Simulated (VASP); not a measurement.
# LiF (P4/mmm) in VASP: notebook, part 2 of 2

VASP 6.6.1.

### 4 Single point, LDA (strain +0.000 along x and y, +0.025 along z)

Contents of INCAR:

```
  PREC = Accurate
  ENCUT = 520
  EDIFF = 1E-6
  ISMEAR = 0
  SIGMA = 0.05
  LREAL = False
  LASPH = True
  NELM = 60
  ALGO = Normal
  ISIF = 2
  LWAVE = False
  LCHARG = True
  GGA = CA
  LELF = True
  LVHAR = True
  NBANDS = 12
```

Contents of KPOINTS:

```
regular mesh
0
Gamma
  10 10 10
```

Contents of POSCAR:

```
LiF
1.0
    2.5595330000      0.0000000000      0.0000000000
    0.0000000000      2.5595330000      0.0000000000
    0.0000000000      0.0000000000      2.6235213250
Li F
1 1
Direct
    0.0000000000      0.0000000000      0.0000000000
    0.5000000000      0.5000000000      0.5000000000
```

Potentials or basis: VASP PAW LDA potentials, release 64 (Li_sv, F).

Launch:

```
cat potpaw_LDA.64/Li_sv/POTCAR potpaw_LDA.64/F/POTCAR > POTCAR
mpirun -np 1 vasp_std > vasp.out
```

OUTCAR:

```text
PREC = Accurate
   ENCUT = 520
   EDIFF = 1E-6
   ISMEAR = 0
   LREAL = False
   LASPH = True
   NELM = 60
   ISIF = 2
   GGA = CA

 ion  position               nearest neighbor table
   1  0.000  0.000  0.000-   2 2.24   2 2.24   2 2.24   2 2.24   2 2.24   2 2.24   2 2.24   2 2.24

   2  0.500  0.500  0.500-   1 2.24   1 2.24   1 2.24   1 2.24   1 2.24   1 2.24   1 2.24   1 2.24

  LATTYP: Found a simple tetragonal cell.
 ALAT       =     2.5595330000
 C/A-ratio  =     1.0250000000

  Lattice vectors:

 A1 = (   2.5595330000,   0.0000000000,   0.0000000000)
 A2 = (   0.0000000000,   2.5595330000,   0.0000000000)
 A3 = (   0.0000000000,   0.0000000000,   2.6235213250)

Analysis of symmetry for initial positions (statically):
=====================================================================
 Subroutine PRICEL returns:
 Original cell was already a primitive cell.

 Routine SETGRP: Setting up the symmetry group for a
 simple tetragonal supercell.

 Subroutine GETGRP returns: Found 16 space group operations
 (whereof 16 operations were pure point group operations)
 out of a pool of 16 trial point group operations.

The static configuration has the point symmetry D_4h.

Analysis of symmetry for dynamics (positions and initial velocities):
=====================================================================
 Subroutine PRICEL returns:
 Original cell was already a primitive cell.

 Routine SETGRP: Setting up the symmetry group for a
 simple tetragonal supercell.

 Subroutine GETGRP returns: Found 16 space group operations
 (whereof 16 operations were pure point group operations)
 out of a pool of 16 trial point group operations.

The dynamic configuration has the point symmetry D_4h.

 Subroutine INISYM returns: Found 16 space group operations
 (whereof 16 operations are pure point group operations),
 and found     1 'primitive' translations

[... 117 lines left out ...]
  Thomas-Fermi vector in A             =   2.492816
   LORBIT       =      0    0 simple, 1 ext, 2 COOP (PROOUT), +10 PAW based schemes
   GGA     = CA    functional components
   LHFCALC =     F    Hartree Fock is set to
   AEXX    =    0.0000 exact exchange contribution
   IVDW    =     0    specifies the selected vdW correction
   LEPSILON=     F    determine dielectric tensor
   LRPA    =     F    only Hartree local field effects (RPA)
 non-spin polarized calculation
 Gauss-broadening in eV      SIGMA  =   0.05
  energy-cutoff  :      520.00
  volume of cell :       17.19
 maximum number of plane-waves:       478
 NGX is ok and might be reduce to    20
   NGX =  9   NGY =  9   NGZ =  9

 number of electron      10.0000003 magnetization

 Free energy of the ion-electron system (eV)
  ---------------------------------------------------
  ext. energy  EPLUGINS =         0.00000000
  ---------------------------------------------------
  free energy    TOTEN  =        -9.84302435 eV

  energy without entropy =       -9.84302435  energy(sigma->0) =       -9.84302435

 E-fermi :   0.0609     XC(G=0): -10.4532

 val. band max:       -0.3096388657   @ k =   0.5000   0.0000   0.5000
 cond. band min:       6.7328657150   @ k =   0.0000   0.0000   0.0000
 fundamental gap:      7.0425045807
 Fermi energy:         0.0609278930

 k-point     1 :       0.0000    0.0000    0.0000
  band No.  band energies     occupation
      1     -42.0475      2.00000
      2     -20.6763      2.00000
      3      -1.1984      2.00000
      4      -0.9398      2.00000
      5      -0.9398      2.00000
      6       6.7329      0.00000
      7      17.6137      0.00000
      8      18.2063      0.00000
      9      19.4124      0.00000
     10      20.0868      0.00000
     11      20.0868      0.00000
     12      36.8873      0.00000
[... 331 lines left out ...]
 k-point    24 :       0.2000    0.0000    0.1000
  band No.  band energies     occupation
      1     -42.0257      2.00000
      2     -20.4775      2.00000
      3      -2.1262      2.00000
      4      -1.3812      2.00000
      5      -0.7793      2.00000
      6       7.7628      0.00000
      7      14.9253      0.00000
      8      17.0141      0.00000
      9      20.0322      0.00000
     10      21.2225      0.00000
     11      25.6795      0.00000
     12      30.5576      0.00000

 [... further k-points ...]
[... 5 lines left out ...]
  --------------------------------------------------------------------------------------
  -------------------------------------------------------------------------------------
  Total       -0.7513286     -0.7513286     -1.4320986      0.0000000      0.0000000      0.0000000
  in kB      -70.0381101    -70.0381101   -133.4988251      0.0000000      0.0000000      0.0000000
  external PRESSURE =     -91.1916817 kB  Pullay stress =       0.0000000 kB

 VOLUME and BASIS-vectors are now :
 -----------------------------------------------------------------------------
  energy-cutoff  :      520.00
  volume of cell :       17.19
      direct lattice vectors                 reciprocal lattice vectors
     2.559533000  0.000000000  0.000000000     0.390696272  0.000000000  0.000000000
     0.000000000  2.559533000  0.000000000     0.000000000  0.390696272  0.000000000
     0.000000000  0.000000000  2.623521325     0.000000000  0.000000000  0.381167094

 POSITION                                       TOTAL-FORCE (eV/Angst)
 -----------------------------------------------------------------------------------
      0.00000      0.00000      0.00000         0.000000      0.000000      0.000000
      1.27977      1.27977      1.31176         0.000000      0.000000      0.000000
 -----------------------------------------------------------------------------------
    total drift:                               -0.000000      0.000000      0.000000

  FREE ENERGIE OF THE ION-ELECTRON SYSTEM (eV)
  ---------------------------------------------------
  free  energy   TOTEN  =        -9.8430243520 eV

  energy  without entropy=       -9.8430243520  energy(sigma->0) =       -9.84302435
```

OSZICAR:

```text
N       E                     dE             d eps       ncg     rms          rms(c)
DAV:   1     0.297009079784E+02    0.29701E+02   -0.52950E+03  3152   0.834E+02
DAV:   2    -0.930956956851E+01   -0.39010E+02   -0.38293E+02  3724   0.180E+02
DAV:   3    -0.103539173180E+02   -0.10443E+01   -0.10429E+01  3852   0.256E+01
DAV:   4    -0.103631646469E+02   -0.92473E-02   -0.92465E-02  3388   0.258E+00
DAV:   5    -0.103632928623E+02   -0.12822E-03   -0.12821E-03  3852   0.224E-01    0.420E+00
DAV:   6    -0.987501336703E+01    0.48828E+00   -0.23782E+00  3140   0.897E+00    0.142E+00
DAV:   7    -0.985447365216E+01    0.20540E-01   -0.17175E-02  3888   0.111E+00    0.798E-01
DAV:   8    -0.984302797465E+01    0.11446E-01   -0.15958E-02  4316   0.115E+00    0.112E-01
DAV:   9    -0.984301496456E+01    0.13010E-04   -0.55792E-04  3484   0.224E-01    0.437E-02
DAV:  10    -0.984302484191E+01   -0.98774E-05   -0.40093E-05  3796   0.478E-02    0.560E-03
DAV:  11    -0.984302435200E+01    0.48991E-06   -0.10066E-06  2932   0.806E-03
   1 F= -.98430244E+01 E0= -.98430244E+01  d E =-.789634E-28
```

It took 12 s on 1 thread of Intel Xeon Platinum 8488C (Sapphire Rapids), shared host; peak memory 0.12 GiB.

Results:

```
Free energy            : -9.8430 eV
Band gap on the k mesh : 7.04 eV (least direct gap 7.67 eV)
```

Levels at points of the mesh, in eV from the valence-band top:
```csv
k point,band 3,band 4,band 5,band 6,band 7,band 8
"(0.00, 0.00, 0.00)",-0.89,-0.63,-0.63,7.04,17.92,18.52
"(0.50, 0.00, 0.00)",-3.69,-0.46,-0.24,8.54,13.50,19.11
"(0.50, 0.50, 0.00)",-3.23,-3.23,-0.16,12.94,13.03,13.03
"(0.00, 0.00, 0.50)",-3.69,-0.28,-0.28,8.72,13.17,19.75
"(0.50, 0.00, 0.50)",-3.33,-3.25,0.00,12.74,12.84,13.23
"(0.50, 0.50, 0.50)",-2.30,-2.30,-2.21,10.52,10.52,10.72
```

Caveat: the cell differs from its parent crystal (strain +0.000 along x and y, +0.025 along z); the cutoff is under 1.25 times the usual one of these potentials, so pressure, stress and relaxed cells hold a basis-set (Pulay) error. A k mesh can miss the band edges.

### 5 Overview

| cell | gap on the mesh (eV) |
| --- | --- |
| a = 2.496, b = 2.496, c = 2.688 Å, 2 atoms | 7.05 |
| a = 2.624, b = 2.624, c = 2.432 Å, 2 atoms | 6.86 |
| a = 2.560, b = 2.560, c = 2.624 Å, 2 atoms | 7.04 |

Alike in all rows: task single point; level LDA; potentials or basis VASP PAW LDA potentials, release 64 (Li_sv, F); no spin polarisation; k mesh 10 × 10 × 10; cutoff (eV) 520; smearing gaussian 0.05 eV.

Caveats: the cutoff is under 1.25 times the usual one of these potentials, so pressure, stress and relaxed cells hold a basis-set (Pulay) error.

Absolute energies hang on the potentials; compare differences alone.
